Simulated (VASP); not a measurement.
# CsRu (P1) in VASP: further runs, part 2 of 2

VASP 6.6.1. The steps go on from the part before.

## 5. Single point, PBE

INCAR

```
SYSTEM = CsRu
PREC = Accurate
ENCUT = 520
EDIFF = 1E-6
ISMEAR = 1
SIGMA = 0.01
LREAL = .FALSE.
LASPH = .TRUE.
NELM = 80
ALGO = Normal
ISIF = 2
LWAVE = .FALSE.
LCHARG = .FALSE.
GGA = PE
NBANDS = 18
```

KPOINTS

```
Automatic mesh
0
G
  5 5 4
  0 0 0
```

POSCAR

```
CsRu
1.0
    4.1756000900      0.0000000000      0.0000000000
   -2.0878000500      3.6161757600      0.0000000000
    0.0000000000      0.0000000000      4.5241393300
Cs Ru
1 1
Direct
   -0.0112100000     -0.0023170000      0.0400830000
    0.3354210000      0.6848380000      0.4922730000
```

Potentials or basis: VASP PAW PBE potentials, release 64 (Cs_sv, Ru_pv).

Started as:

```console
$ cat potpaw_PBE.64/Cs_sv/POTCAR potpaw_PBE.64/Ru_pv/POTCAR > POTCAR
$ mpirun -np 1 vasp_std > vasp.out
```

OUTCAR:

```text
SYSTEM = CsRu
   PREC = Accurate
   ENCUT = 520
   EDIFF = 1E-6
   ISMEAR = 1
   LREAL = .FALSE.
   LASPH = .TRUE.
   NELM = 80
   ISIF = 2
   GGA = PE

 ion  position               nearest neighbor table
   1  0.989  0.998  0.040-   2 3.13   2 3.14   2 3.22
   2  0.335  0.685  0.492-   1 3.13   1 3.14   1 3.22

  LATTYP: Found a hexagonal cell.
 ALAT       =     4.1756000900
 C/A-ratio  =     1.0834704551

  Lattice vectors:

 A1 = (   4.1756000900,   0.0000000000,   0.0000000000)
 A2 = (  -2.0878000500,   3.6161757600,   0.0000000000)
 A3 = (   0.0000000000,   0.0000000000,   4.5241393300)

Analysis of symmetry for initial positions (statically):
=====================================================================
 Subroutine PRICEL returns:
 Original cell was already a primitive cell.

 Routine SETGRP: Setting up the symmetry group for a
 hexagonal supercell.

 Subroutine GETGRP returns: Found  1 space group operations
 (whereof  1 operations were pure point group operations)
 out of a pool of 24 trial point group operations.

The static configuration has the point symmetry C_1 .

Analysis of symmetry for dynamics (positions and initial velocities):
=====================================================================
 Subroutine PRICEL returns:
 Original cell was already a primitive cell.

 Routine SETGRP: Setting up the symmetry group for a
 hexagonal supercell.

 Subroutine GETGRP returns: Found  1 space group operations
 (whereof  1 operations were pure point group operations)
 out of a pool of 24 trial point group operations.

The dynamic configuration has the point symmetry C_1 .

 Subroutine INISYM returns: Found  1 space group operations
 (whereof  1 operations are pure point group operations),
 and found     1 'primitive' translations

----------------------------------------------------------------------------------------

                                     Primitive cell

[... 107 lines left out ...]
   IALGO  =     38    algorithm
   IMIX   =      4    mixing-type and parameters
     AMIX     =   0.40;   BMIX     =  1.00
     AMIX_MAG =   1.60;   BMIX_MAG =  1.00
  volume/ion in A,a.u.               =      34.16       230.50
  Fermi-wavevector in a.u.,A,eV,Ry     =   1.138892  2.152194 17.647785  1.297076
  Thomas-Fermi vector in A             =   2.275596
   LORBIT       =      0    0 simple, 1 ext, 2 COOP (PROOUT), +10 PAW based schemes
   GGA     = PE    functional components
   LHFCALC =     F    Hartree Fock is set to
   AEXX    =    0.0000 exact exchange contribution
   IVDW    =     0    specifies the selected vdW correction
   LEPSILON=     F    determine dielectric tensor
   LRPA    =     F    only Hartree local field effects (RPA)
 non-spin polarized calculation
 Methfessel and Paxton  Order N= 1 SIGMA  =   0.01
  energy-cutoff  :      520.00
  volume of cell :       68.31
 maximum number of plane-waves:      1871
   NGX = 15   NGY = 15   NGZ = 17

 number of electron      23.0000001 magnetization

 Free energy of the ion-electron system (eV)
  ---------------------------------------------------
  ext. energy  EPLUGINS =         0.00000000
  ---------------------------------------------------
  free energy    TOTEN  =        -5.06217044 eV

  energy without entropy =       -5.06189223  energy(sigma->0) =       -5.06207770

 E-fermi :   3.2292     XC(G=0):  -9.2185

 val. band max:        3.2287025815   @ k =  -0.4000   0.2000   0.2500
 cond. band min:       3.2294694287   @ k =   0.4000  -0.2000   0.2500
 fundamental gap:      0.0007668473
 Fermi energy:         3.2291513813

 k-point     1 :       0.0000    0.0000    0.0000
  band No.  band energies     occupation
      1     -37.9319      2.00000
      2     -37.9273      2.00000
      3     -37.7319      2.00000
      4     -18.6650      2.00000
      5      -5.4359      2.00000
      6      -5.0564      2.00000
[... 481 lines left out ...]
      5      -6.1201      2.00000
      6      -5.5714      2.00000
[... 10 lines left out ...]
     17       8.4969      0.00000
     18      11.4163      0.00000

 [... further k-points ...]

------------------------ aborting loop because EDIFF is reached ----------------------------------------

  FORCE on cell =-STRESS in cart. coord.  units (eV):
  Direction    XX          YY          ZZ          XY          YZ          ZX
  --------------------------------------------------------------------------------------
  -------------------------------------------------------------------------------------
  Total       -2.0943087     -2.1568715     -0.2088546     -0.0016199      0.0157494      0.0038708
  in kB      -49.1187006    -50.5860134     -4.8983556     -0.0379922      0.3693761      0.0907845
  external PRESSURE =     -34.8676899 kB  Pullay stress =       0.0000000 kB

 VOLUME and BASIS-vectors are now :
 -----------------------------------------------------------------------------
  energy-cutoff  :      520.00
  volume of cell :       68.31
      direct lattice vectors                 reciprocal lattice vectors
     4.175600090  0.000000000  0.000000000     0.239486536  0.138267616  0.000000000
    -2.087800050  3.616175760  0.000000000     0.000000000  0.276535231  0.000000000
     0.000000000  0.000000000  4.524139330     0.000000000  0.000000000  0.221036517

 POSITION                                       TOTAL-FORCE (eV/Angst)
 -----------------------------------------------------------------------------------
      2.04583      3.60780      0.18134        -0.003789     -0.041606     -0.190887
     -0.02922      2.47649      2.22711         0.003789      0.041606      0.190887
 -----------------------------------------------------------------------------------
    total drift:                               -0.000019     -0.000014      0.000348

  FREE ENERGIE OF THE ION-ELECTRON SYSTEM (eV)
  ---------------------------------------------------
  free  energy   TOTEN  =        -5.0621704352 eV

  energy  without entropy=       -5.0618922291  energy(sigma->0) =       -5.06207770
```

OSZICAR:

```text
N       E                     dE             d eps       ncg     rms          rms(c)
DAV:   1     0.166797784377E+03    0.16680E+03   -0.12503E+04  1900   0.115E+03
DAV:   2     0.232127677426E+01   -0.16448E+03   -0.16027E+03  2128   0.286E+02
DAV:   3    -0.526029642755E+01   -0.75816E+01   -0.74774E+01  2092   0.563E+01
DAV:   4    -0.534283095965E+01   -0.82535E-01   -0.82476E-01  2158   0.601E+00
DAV:   5    -0.534389888941E+01   -0.10679E-02   -0.10679E-02  2290   0.663E-01    0.318E+00
DAV:   6    -0.519797821828E+01    0.14592E+00   -0.27038E+00  2022   0.692E+00    0.325E+00
DAV:   7    -0.508532689881E+01    0.11265E+00   -0.93664E-01  1954   0.488E+00    0.124E+00
DAV:   8    -0.506754424723E+01    0.17783E-01   -0.71093E-02  2034   0.934E-01    0.753E-01
DAV:   9    -0.506221114922E+01    0.53331E-02   -0.26979E-02  1956   0.874E-01    0.310E-01
DAV:  10    -0.506215546893E+01    0.55680E-04   -0.39076E-03  2010   0.257E-01    0.174E-01
DAV:  11    -0.506214333506E+01    0.12134E-04   -0.56480E-04  1974   0.104E-01    0.932E-02
DAV:  12    -0.506215840868E+01   -0.15074E-04   -0.22107E-04  1934   0.587E-02    0.349E-02
DAV:  13    -0.506216677074E+01   -0.83621E-05   -0.28169E-05  1996   0.236E-02    0.171E-02
DAV:  14    -0.506216998552E+01   -0.32148E-05   -0.96475E-06  1948   0.133E-02    0.101E-02
DAV:  15    -0.506217043518E+01   -0.44966E-06   -0.33254E-06  1582   0.777E-03
   1 F= -.50621704E+01 E0= -.50620777E+01  d E =-.278206E-03
```

It took 37 s on 1 thread of Intel Xeon Platinum 8259CL at 2.50GHz (Skylake/Cascade Lake), shared host; peak memory 0.22 GiB.

Results:

* Free energy: -5.0622 eV
* Pressure: -3.5 GPa
* Largest force: 0.195 eV/Å
* Band gap on the k mesh: zero (an odd number of electrons rules out a gap without spin polarisation)

Forces in eV/Å, atoms in the order of the input:
```
Cs  -0.004 -0.042 -0.191
Ru   0.004  0.042  0.191
```

Levels at points of the mesh, in eV from the Fermi level:
| k point | band 8 | band 9 | band 10 | band 11 | band 12 | band 13 | band 14 | band 15 |
| --- | --- | --- | --- | --- | --- | --- | --- | --- |
| (0.00, 0.00, 0.00) | -2.20 | -1.16 | -0.42 | -0.39 | -0.34 | -0.26 | 3.72 | 4.37 |
| (0.00, 0.00, 0.50) | -0.72 | -0.70 | -0.62 | -0.41 | -0.34 | 0.79 | 1.09 | 5.89 |

Caveat: the cell stands under tension; spin-orbit coupling is left out, which moves the levels of the heavy elements.

## 6. Summary

```csv
level,potentials or basis,smearing,gap on the mesh (eV),pressure (GPa),largest force (eV/Å)
LDA,"VASP PAW LDA potentials, release 64 (Cs_sv, Ru_pv)",methfessel-paxton 0.1 eV,none,-7.0,0.09
PBE,"VASP PAW PBE potentials, release 64 (Cs_sv, Ru_pv)",methfessel-paxton 0.05 eV,none,-3.5,0.18
PBE,"VASP PAW PBE potentials, release 64 (Cs_sv, Ru_pv)",methfessel-paxton 0.025 eV,none,-3.5,0.19
PBE,"VASP PAW PBE potentials, release 64 (Cs_sv, Ru_pv)",methfessel-paxton 0.01 eV,none,-3.5,0.20
```

Alike in all rows: task single point; no spin polarisation; cell as given; k mesh 5 × 5 × 4; cutoff (eV) 520.

Caveats: the cell stands under tension; spin-orbit coupling is left out, which moves the levels of the heavy elements.

Total energies depend on the potentials used, so only differences within one code and one set of settings carry meaning.
